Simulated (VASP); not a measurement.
# Si3N4 (P-43m) in VASP: a series of runs, part 2 of 2

VASP 6.6.1. Earlier steps stand in the parts before.

### Step 3. Relaxation of cell and atoms, r2SCAN

The input, POSCAR:

```
Si3N4
1.0
    4.1307800000      0.0000000000      0.0000000000
    0.0000000000      4.1307800000      0.0000000000
    0.0000000000      0.0000000000      4.1307800000
Si N
3 4
Direct
    0.0000000000      0.0000000000      0.5000000000
    0.5000000000      0.0000000000      0.0000000000
    0.0000000000      0.5000000000      0.0000000000
    0.2395200000      0.2395200000      0.7604800000
    0.7604800000      0.7604800000      0.7604800000
    0.2395200000      0.7604800000      0.2395200000
    0.7604800000      0.2395200000      0.2395200000
```

The input, INCAR.step1:

```
  PREC = Accurate
  ENCUT = 600
  ISMEAR = -1
  SIGMA = 0.05
  LREAL = F
  LASPH = T
  NELM = 100
  GGA = PE
  ALGO = Normal
  EDIFF = 1E-4
  LWAVE = T
  LCHARG = F
```

The input, INCAR.step2:

```
  PREC = Accurate
  ENCUT = 600
  EDIFF = 1E-6
  ISMEAR = -1
  SIGMA = 0.05
  LREAL = F
  LASPH = T
  NELM = 100
  ALGO = Normal
  ISIF = 3
  LWAVE = F
  LCHARG = F
  METAGGA = R2SCAN
  LMIXTAU = T
  IBRION = 2
  NSW = 60
  EDIFFG = -0.01
  ISTART = 1
```

The input, KPOINTS:

```
regular mesh
0
Gamma
  7 7 7
```

Potentials or basis: VASP PAW PBE potentials, release 64 (Si, N).

Run with:

```
cat potpaw_PBE.64/Si/POTCAR potpaw_PBE.64/N/POTCAR > POTCAR
cp INCAR.step1 INCAR
mpirun -np 1 vasp_std > vasp.out
cp INCAR.step2 INCAR
mpirun -np 1 vasp_std > vasp.out
```

OUTCAR:

```text
PREC = Accurate
   ENCUT = 600
   EDIFF = 1E-6
   ISMEAR = -1
   LREAL = F
   LASPH = T
   NELM = 100
   ISIF = 3
   METAGGA = R2SCAN
   IBRION = 2
   NSW = 60
   EDIFFG = -0.01
   ISTART = 1

 ion  position               nearest neighbor table
   1  0.000  0.000  0.500-   4 1.77   5 1.77   6 1.77   7 1.77   2 2.92   3 2.92   2 2.92   3 2.92
                             3 2.92   3 2.92   2 2.92   2 2.92
   2  0.500  0.000  0.000-   4 1.77   5 1.77   6 1.77   7 1.77   1 2.92   3 2.92   1 2.92   3 2.92
                             1 2.92   3 2.92   1 2.92   3 2.92
   3  0.000  0.500  0.000-   4 1.77   5 1.77   6 1.77   7 1.77   1 2.92   2 2.92   1 2.92   1 2.92
                             2 2.92   1 2.92   2 2.92   2 2.92
   4  0.240  0.240  0.760-   1 1.77   2 1.77   3 1.77
   5  0.760  0.760  0.760-   1 1.77   2 1.77   3 1.77
   6  0.240  0.760  0.240-   1 1.77   2 1.77   3 1.77
   7  0.760  0.240  0.240-   1 1.77   2 1.77   3 1.77

  LATTYP: Found a simple cubic cell.
 ALAT       =     4.1307800000

  Lattice vectors:

 A1 = (   4.1307800000,   0.0000000000,   0.0000000000)
 A2 = (   0.0000000000,   4.1307800000,   0.0000000000)
 A3 = (   0.0000000000,   0.0000000000,   4.1307800000)

Analysis of symmetry for initial positions (statically):
=====================================================================
 Subroutine PRICEL returns:
 Original cell was already a primitive cell.

 Routine SETGRP: Setting up the symmetry group for a
 simple cubic supercell.

 Subroutine GETGRP returns: Found 24 space group operations
 (whereof 24 operations were pure point group operations)
 out of a pool of 48 trial point group operations.

The static configuration has the point symmetry T_d .

Analysis of symmetry for dynamics (positions and initial velocities):
=====================================================================
 Subroutine PRICEL returns:
 Original cell was already a primitive cell.

 Routine SETGRP: Setting up the symmetry group for a
 simple cubic supercell.

 Subroutine GETGRP returns: Found 24 space group operations
 (whereof 24 operations were pure point group operations)
 out of a pool of 48 trial point group operations.

The dynamic configuration has the point symmetry T_d .

 Subroutine INISYM returns: Found 24 space group operations
 (whereof 24 operations are pure point group operations),
 and found     1 'primitive' translations

----------------------------------------------------------------------------------------

                                     Primitive cell

  volume of cell :      70.4849

  direct lattice vectors                    reciprocal lattice vectors
     4.130780000  0.000000000  0.000000000     0.242085030  0.000000000  0.000000000
     0.000000000  4.130780000  0.000000000     0.000000000  0.242085030  0.000000000
     0.000000000  0.000000000  4.130780000     0.000000000  0.000000000  0.242085030

  length of vectors
     4.130780000  4.130780000  4.130780000     0.242085030  0.242085030  0.242085030

  position of ions in fractional coordinates (direct lattice)
     0.000000000  0.000000000  0.500000000
     0.500000000  0.000000000  0.000000000
     0.000000000  0.500000000  0.000000000
     0.239520000  0.239520000  0.760480000
     0.760480000  0.760480000  0.760480000
     0.239520000  0.760480000  0.239520000
     0.760480000  0.239520000  0.239520000

  ion indices of the primitive-cell ions
   primitive index   ion index
                 1           1
                 2           2
                 3           3
                 4           4
                 5           5
                 6           6
                 7           7

----------------------------------------------------------------------------------------

 KPOINTS: regular mesh

Automatic generation of k-mesh.
 Grid dimensions read from file:
 generate k-points for:    7    7    7

 Generating k-lattice:

  Cartesian coordinates                     Fractional coordinates (reciprocal lattice)
     0.034583576  0.000000000  0.000000000     0.142857143  0.000000000  0.000000000
     0.000000000  0.034583576  0.000000000     0.000000000  0.142857143  0.000000000
     0.000000000  0.000000000  0.034583576     0.000000000  0.000000000  0.142857143

  Length of vectors
     0.034583576  0.034583576  0.034583576

  Shift w.r.t. Gamma in fractional coordinates (k-lattice)
     0.000000000  0.000000000  0.000000000

 Subroutine IBZKPT returns following result:
 ===========================================

 Found     20 irreducible k-points:

 Following reciprocal coordinates:
            Coordinates               Weight
  0.000000  0.000000  0.000000      1.000000
  0.142857  0.000000  0.000000      6.000000
  0.285714  0.000000  0.000000      6.000000
  0.428571  0.000000  0.000000      6.000000
  0.142857  0.142857  0.000000     12.000000
  0.285714  0.142857  0.000000     24.000000
[... 12 lines left out ...]
  0.428571  0.428571  0.285714     24.000000
  0.428571  0.428571  0.428571      8.000000
   k-points           NKPTS =     20   k-points in BZ     NKDIM =     20   number of bands    NBANDS=     20
   number of dos      NEDOS =    301   number of ions     NIONS =      7
   total plane-waves  NPLWV =  46656
   dimension x,y,z NGX =    36 NGY =   36 NGZ =   36
   dimension x,y,z NGXF=    72 NGYF=   72 NGZF=   72
   ions per type =               3   4
   NGX,Y,Z   is equivalent  to a cutoff of  14.49, 14.49, 14.49 a.u.
   NGXF,Y,Z  is equivalent  to a cutoff of  28.98, 28.98, 28.98 a.u.
 SYSTEM =  unknown system
   PREC   = accura    normal or accurate (medium, high low for compatibility)
   ISTART =      1    job   : 0-new  1-cont  2-samecut
   ICHARG =      0    charge: 1-file 2-atom 10-const
   ISPIN  =      1    spin polarized calculation?
   LNONCOLLINEAR =      F non collinear calculations
   LSORBIT =      F    spin-orbit coupling
   LASPH  =      T    aspherical Exc in radial PAW
   ENCUT  =  600.0 eV  44.10 Ry    6.64 a.u.   8.25  8.25  8.25*2*pi/ulx,y,z
   NELM   =    100;   NELMIN=  2; NELMDL=  0     # of ELM steps
   EDIFF  = 0.1E-05   stopping-criterion for ELM
   LREAL  =      F    real-space projection
   EDIFFG = -.1E-01   stopping-criterion for IOM
   NSW    =     60    number of steps for IOM
   IBRION =      2    ionic relax: 0-MD 1-quasi-New 2-CG
   NFREE  =      1    steps in history (QN), initial steepest desc. (CG)
   ISIF   =      3    stress and relaxation
   ISYM   =      2    0-nonsym 1-usesym 2-fastsym
   POTIM  = 0.5000    time-step for ionic-motion
   TEBEG  =    0.0;   TEEND  =   0.0 temperature during run
   PSTRESS=    0.0 pullay stress
   NELECT =      32.0000    total number of electrons
   NUPDOWN=      -1.0000    fix difference up-down
   EMIN   =  10.00;   EMAX   =-10.00  energy-range for DOS
   EFERMI =   0.00;   METHOD = LEGACY
   ISMEAR =    -1;   SIGMA  =   0.05  broadening in eV -4-tet -1-fermi 0-gaus
   EFERMI_NEDOS =   21; number of points for ismear=-14 and -15
   IALGO  =     38    algorithm
   IMIX   =      4    mixing-type and parameters
     AMIX     =   0.40;   BMIX     =  1.00
     AMIX_MAG =   1.60;   BMIX_MAG =  1.00
  volume/ion in A,a.u.               =      10.07        67.95
  Fermi-wavevector in a.u.,A,eV,Ry     =   1.258228  2.377707 21.539904  1.583138
  Thomas-Fermi vector in A             =   2.391848
   LORBIT       =      0    0 simple, 1 ext, 2 COOP (PROOUT), +10 PAW based schemes
   METAGGA = R2SCAN    functional components
   LHFCALC =     F    Hartree Fock is set to
   AEXX    =    0.0000 exact exchange contribution
   IVDW    =     0    specifies the selected vdW correction
   LEPSILON=     F    determine dielectric tensor
   LRPA    =     F    only Hartree local field effects (RPA)
 conjugate gradient relaxation of ions
 non-spin polarized calculation
  energy-cutoff  :      600.00
  volume of cell :       70.48
 maximum number of plane-waves:      2373
 NGX is ok and might be reduce to    36
   NGX = 17   NGY = 17   NGZ = 17

--------------------------------------- Ionic step        1  -------------------------------------------

 number of electron      31.9999999 magnetization

 Free energy of the ion-electron system (eV)
  ---------------------------------------------------
  ext. energy  EPLUGINS =         0.00000000
  ---------------------------------------------------
  free energy    TOTEN  =       -70.24148563 eV

  energy without entropy =      -70.24148563  energy(sigma->0) =      -70.24148563

------------------------ aborting loop because EDIFF is reached ----------------------------------------

  FORCE on cell =-STRESS in cart. coord.  units (eV):
  Direction    XX          YY          ZZ          XY          YZ          ZX
  --------------------------------------------------------------------------------------
  -------------------------------------------------------------------------------------
  Total       -2.5318340     -2.5318340     -2.5318340      0.0000000     -0.0000000      0.0000000
  in kB      -57.5505687    -57.5505687    -57.5505687      0.0000000     -0.0000000      0.0000000
  external PRESSURE =     -57.5505687 kB  Pullay stress =       0.0000000 kB
[... 69 lines left out ...]
--------------------------------------- Ionic step        3  -------------------------------------------

 number of electron      32.0000001 magnetization

 Free energy of the ion-electron system (eV)
  ---------------------------------------------------
  ext. energy  EPLUGINS =         0.00000000
  ---------------------------------------------------
  free energy    TOTEN  =       -70.27149707 eV

  energy without entropy =      -70.27149707  energy(sigma->0) =      -70.27149707

 E-fermi :   7.8994     XC(G=0): -11.7934

 val. band max:        6.7668352057   @ k =   0.4286   0.4286   0.4286
 cond. band min:      10.1047475675   @ k =   0.0000   0.0000   0.0000
 fundamental gap:      3.3379123618
 Fermi energy:         7.8993960709

 k-point     1 :       0.0000    0.0000    0.0000
  band No.  band energies     occupation
      1     -12.2345      2.00000
      2      -8.2669      2.00000
      3      -8.2669      2.00000
      4      -8.2669      2.00000
      5      -2.0859      2.00000
      6      -2.0859      2.00000
[... 483 lines left out ...]
  FREE ENERGIE OF THE ION-ELECTRON SYSTEM (eV)
  ---------------------------------------------------
  free  energy   TOTEN  =       -70.2714970739 eV

  energy  without entropy=      -70.2714970739  energy(sigma->0) =      -70.27149707

 reached required accuracy - stopping structural energy minimisation
```

Wall time 2 min (1 thread of Intel Xeon 6975P-C (Granite Rapids), shared host); peak memory 0.22 GiB.

Results:

```
Free energy                            : -70.2715 eV
Relaxed volume                         : 9.86 Å³/atom
Relaxed cell                           : a = 4.102 Å, b = 4.102 Å, c = 4.102 Å, α = 90.00°, β = 90.00°, γ = 90.00°
Space group after relaxing (to 0.05 Å) : P-43m (No. 215)
Energy gained by relaxing              : 4.3 meV/atom
Ionic steps                            : 3
Pressure after relaxing                : -0.1 GPa
Largest force after relaxing           : 0.009 eV/Å
Band gap on the k mesh                 : 3.34 eV, indirect (least direct gap 3.52 eV)
```

Forces on the atoms (eV/Å):
```
Si   0.000  0.000  0.000
Si   0.000  0.000  0.000
Si   0.000  0.000  0.000
N    0.005  0.005 -0.005
N   -0.005 -0.005 -0.005
N    0.005 -0.005  0.005
N   -0.005  0.005  0.005
```

Step by step:
```
step  energy change (eV)  largest force (eV/Å)  pressure (GPa)  volume (Å³)
   1              0.0000                0.2973           -5.76        70.48
   2              0.0427                0.5282            9.70        66.86
   3             -0.0300                0.0089           -0.10        69.04
```

Final structure:
```cif
data_structure
_symmetry_space_group_name_H-M 'P 1'
_symmetry_Int_Tables_number 1
_cell_length_a 4.1023
_cell_length_b 4.1023
_cell_length_c 4.1023
_cell_angle_alpha 90.000
_cell_angle_beta 90.000
_cell_angle_gamma 90.000
_cell_volume 69.04
loop_
_atom_site_label
_atom_site_type_symbol
_atom_site_fract_x
_atom_site_fract_y
_atom_site_fract_z
_atom_site_occupancy
Si1 Si 0.00000 0.00000 0.50000 1
Si2 Si 0.50000 0.00000 0.00000 1
Si3 Si 0.00000 0.50000 0.00000 1
N1 N 0.23875 0.23875 0.76125 1
N2 N 0.76125 0.76125 0.76125 1
N3 N 0.23875 0.76125 0.23875 1
N4 N 0.76125 0.23875 0.23875 1
```

Caveat: the PAW data sets were made with another functional, which shifts forces and pressure a little. r2SCAN opens gaps a little over a GGA but as a rule still falls short of measured ones.
